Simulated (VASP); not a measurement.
# IrO (F-43m) in VASP: notebook, part 2 of 2

VASP 6.6.1. Earlier steps stand in the parts before.

## Step 4: Single point, r2SCAN

This run uses another cell than the first one, of 11.37 Å³/atom, 0.729 times its volume.

The input, POSCAR:

```
IrO
1.0
    0.0000000000      2.2488615170      2.2488615170
    2.2488615170      0.0000000000      2.2488615170
    2.2488615170      2.2488615170      0.0000000000
Ir O
1 1
Direct
    0.0000000000      0.0000000000      0.0000000000
    0.2500000000      0.2500000000      0.2500000000
```

The input, INCAR.step1:

```
PREC     = Accurate       # precision mode
ENCUT    = 660            # plane-wave cutoff, eV
ISMEAR   = 0              # smearing method
SIGMA    = 0.1            # smearing width, eV
LREAL    = False          # projectors in reciprocal space
LASPH    = True           # aspherical terms in the spheres
NELM     = 120            # most SCF steps
NBANDS   = 18             # bands
GGA      = PE             # functional
ALGO     = Normal         # electronic algorithm
EDIFF    = 1E-5           # SCF threshold, eV
LWAVE    = True           # write WAVECAR
LCHARG   = False          # write CHGCAR
GGA_COMPAT= False
```

The input, INCAR.step2:

```
PREC     = Accurate       # precision mode
ENCUT    = 660            # plane-wave cutoff, eV
EDIFF    = 1E-6           # SCF threshold, eV
ISMEAR   = 0              # smearing method
SIGMA    = 0.1            # smearing width, eV
LREAL    = False          # projectors in reciprocal space
LASPH    = True           # aspherical terms in the spheres
NELM     = 120            # most SCF steps
ALGO     = Normal         # electronic algorithm
ISIF     = 2              # what is computed and relaxed
LWAVE    = False          # write WAVECAR
LCHARG   = True           # write CHGCAR
METAGGA  = R2SCAN         # meta-GGA
LMIXTAU  = True         
LELF     = True           # ELF
LVHAR    = True         
NBANDS   = 18             # bands
ISTART   = 1            
GGA_COMPAT= False
```

The input, KPOINTS:

```
regular mesh
0
Gamma
  16 16 16
```

Potentials or basis: VASP PAW PBE potentials, release 64 (Ir_sv_GW, O).

The run is started by

```bash
$ cat potpaw_PBE.64/Ir_sv_GW/POTCAR potpaw_PBE.64/O/POTCAR > POTCAR
$ cp INCAR.step1 INCAR
$ mpirun -np 1 vasp_std > vasp.out
$ cp INCAR.step2 INCAR
$ mpirun -np 1 vasp_std > vasp.out
```

OUTCAR:

```text
PREC = Accurate
   ENCUT = 660
   EDIFF = 1E-6
   ISMEAR = 0
   LREAL = False
   LASPH = True
   NELM = 120
   ISIF = 2
   METAGGA = R2SCAN
   ISTART = 1

 ion  position               nearest neighbor table
   1  0.000  0.000  0.000-   2 1.95   2 1.95   2 1.95   2 1.95
   2  0.250  0.250  0.250-   1 1.95   1 1.95   1 1.95   1 1.95

  LATTYP: Found a face centered cubic cell.
 ALAT       =     4.4977230340

  Lattice vectors:

 A1 = (   0.0000000000,   2.2488615170,   2.2488615170)
 A2 = (   2.2488615170,   0.0000000000,   2.2488615170)
 A3 = (   2.2488615170,   2.2488615170,   0.0000000000)

Analysis of symmetry for initial positions (statically):
=====================================================================
 Subroutine PRICEL returns:
 Original cell was already a primitive cell.

 Routine SETGRP: Setting up the symmetry group for a
 face centered cubic supercell.

 Subroutine GETGRP returns: Found 24 space group operations
 (whereof 24 operations were pure point group operations)
 out of a pool of 48 trial point group operations.

[... 152 lines left out ...]
 number of electron      22.9999998 magnetization

 Free energy of the ion-electron system (eV)
  ---------------------------------------------------
  ext. energy  EPLUGINS =         0.00000000
  ---------------------------------------------------
  free energy    TOTEN  =       -57.09816133 eV

  energy without entropy =      -57.09046714  energy(sigma->0) =      -57.09431423

 E-fermi :  10.6218     XC(G=0): -14.0805

 val. band max:       10.6053068437   @ k =  -0.3750   0.1875   0.0000
 cond. band min:      10.6261298267   @ k =   0.5000   0.2500   0.1250
 fundamental gap:      0.0208229830
 Fermi energy:        10.6217539808

 k-point     1 :       0.0000    0.0000    0.0000
  band No.  band energies     occupation
      1     -85.0180      2.00000
      2     -41.2740      2.00000
      3     -41.2740      2.00000
      4     -41.2740      2.00000
      5     -14.1107      2.00000
      6       0.0882      2.00000
[... 481 lines left out ...]
      5     -14.0336      2.00000
      6      -0.0318      2.00000
[... 10 lines left out ...]
     17      25.3535      0.00000
     18      28.9722      0.00000

 [... further k-points ...]
[... 5 lines left out ...]
  --------------------------------------------------------------------------------------
  -------------------------------------------------------------------------------------
  Total        6.1877517      6.1877517      6.1877517      0.0000000      0.0000000      0.0000000
  in kB      435.8382333    435.8382333    435.8382333      0.0000000      0.0000000      0.0000000
  external PRESSURE =     435.8382333 kB  Pullay stress =       0.0000000 kB

 VOLUME and BASIS-vectors are now :
 -----------------------------------------------------------------------------
  energy-cutoff  :      660.00
  volume of cell :       22.75
      direct lattice vectors                 reciprocal lattice vectors
     0.000000000  2.248861517  2.248861517    -0.222334722  0.222334722  0.222334722
     2.248861517  0.000000000  2.248861517     0.222334722 -0.222334722  0.222334722
     2.248861517  2.248861517  0.000000000     0.222334722  0.222334722 -0.222334722

 POSITION                                       TOTAL-FORCE (eV/Angst)
 -----------------------------------------------------------------------------------
      0.00000      0.00000      0.00000        -0.000000     -0.000000     -0.000000
      1.12443      1.12443      1.12443         0.000000      0.000000      0.000000
 -----------------------------------------------------------------------------------
    total drift:                                0.000000      0.000000      0.000000

  FREE ENERGIE OF THE ION-ELECTRON SYSTEM (eV)
  ---------------------------------------------------
  free  energy   TOTEN  =       -57.0981613278 eV

  energy  without entropy=      -57.0904671387  energy(sigma->0) =      -57.09431423
```

OUTCAR.step1:

```text
PREC = Accurate
   ENCUT = 660
   ISMEAR = 0
   LREAL = False
   LASPH = True
[... 725 lines left out ...]
      0.00000      0.00000      0.00000         0.000000      0.000000     -0.000000
      1.12443      1.12443      1.12443        -0.000000     -0.000000      0.000000
 -----------------------------------------------------------------------------------
    total drift:                               -0.000000     -0.000000     -0.000000

  FREE ENERGIE OF THE ION-ELECTRON SYSTEM (eV)
  ---------------------------------------------------
  free  energy   TOTEN  =       -12.4692291239 eV

  energy  without entropy=      -12.4612022276  energy(sigma->0) =      -12.46521568
```

Run time: 2.3 min. Hardware: 1 thread of Intel Xeon 6975P-C (Granite Rapids), shared host; peak memory 0.23 GiB.

Results:

- Free energy: -57.0982 eV
- Pressure: 43.6 GPa

Caveat: the PAW data sets were made with another functional, which shifts forces and pressure a little; spin-orbit coupling is left out, which moves the levels of the heavy elements; an odd number of electrons without spin polarisation forces a metal; a magnetic or distorted state may lie lower.

## Step 5: Overview

| potentials or basis | cell | cutoff (eV) | second run | gap on the mesh (eV) | pressure (GPa) |
| --- | --- | --- | --- | --- | --- |
| VASP PAW PBE potentials, release 64 (Ir, O) | a = 3.534 Å, angles 60.0°, 2 atoms | 520 | - | none | -21.3 |
| VASP PAW PBE potentials, release 64 (Ir_sv_GW, O) | a = 3.299 Å, angles 60.0°, 2 atoms | 660 | valence_matched | none | 8.5 |
| VASP PAW PBE potentials, release 64 (Ir_sv_GW, O) | a = 3.180 Å, angles 60.0°, 2 atoms | 660 | valence_matched | none | 43.6 |

Alike in all rows: task single point; level r2SCAN; no spin polarisation; k mesh 16 × 16 × 16; smearing gaussian 0.1 eV.

Caveats: the PAW data sets were made with another functional, which shifts forces and pressure a little; spin-orbit coupling is left out, which moves the levels of the heavy elements; an odd number of electrons without spin polarisation forces a metal; a magnetic or distorted state may lie lower.

Total energies depend on the potentials used, so only differences within one code and one set of settings carry meaning.
